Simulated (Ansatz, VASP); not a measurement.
Pb: VASP beside Ansatz

INCAR

```
SYSTEM = Pb
ALGO = Normal
EDIFF = 1E-7
ENCUT = 520
GGA = CA
ISIF = 2
ISMEAR = -1
LASPH = .True.
LCHARG = .True.
LELF = .True.
LREAL = .False.
LVHAR = .True.
LWAVE = .False.
NBANDS = 13
NELM = 100
PREC = Accurate
SIGMA = 0.05
```

KPOINTS

```
k-points
0
Gamma
  9 9 9
  0 0 0
```

Contents of POSCAR:

```
Pb
1.0
    0.0000000000      2.4584086270      2.4584086270
    2.4584086270      0.0000000000      2.4584086270
    2.4584086270      2.4584086270      0.0000000000
Pb
1
Direct
    0.0000000000      0.0000000000      0.0000000000
```

File input.yaml:

```yaml
crystal:
  lattice:
    - [0.0, 2.458408627, 2.458408627]
    - [2.458408627, 0.0, 2.458408627]
    - [2.458408627, 2.458408627, 0.0]
  atoms:
    - { symbol: Pb, position: [0.0, 0.0, 0.0] }
kpoints:
  mp_grid: { grid: [9, 9, 9] }
scf:
  occupations: { method: fermi_dirac, width: 0.05 }
hamiltonian:
  xc: lda
  pseudopotentials: { kind: all_electron, lapw: { basis_error: 0.001 } }
output:
  forces: true
  stress: true
  eigenvalues: true
```

Change from the starting cell: volume scaled by 0.98.

Alike in both runs: task single point; functional LDA; k mesh 9 × 9 × 9; occupations fermi-dirac, width 0.05 eV; no spin polarisation.

|  | VASP | Ansatz |
| --- | --- | --- |
| version | VASP 6.6.1 | Ansatz 0.2.0 |
| potentials or method | VASP PAW LDA potentials, release 64 (Pb_d), cutoff 520 eV | all-electron LAPW, scalar-relativistic |

|  | VASP | Ansatz | Ansatz less VASP |
| --- | --- | --- | --- |
| gap on the k mesh at the Fermi level (eV) | none | none | - |
| pressure (GPa) | -1.2 | -1.3 | -0.06 |

LDA's correlation is that of Perdew and Zunger in VASP and of Perdew and Wang (1992) in Ansatz. A gap of «none» marks a metal or a gap that the smearing closes. Ansatz ran all-electron here, and VASP with PAW potentials.

Spin-orbit coupling is off throughout.
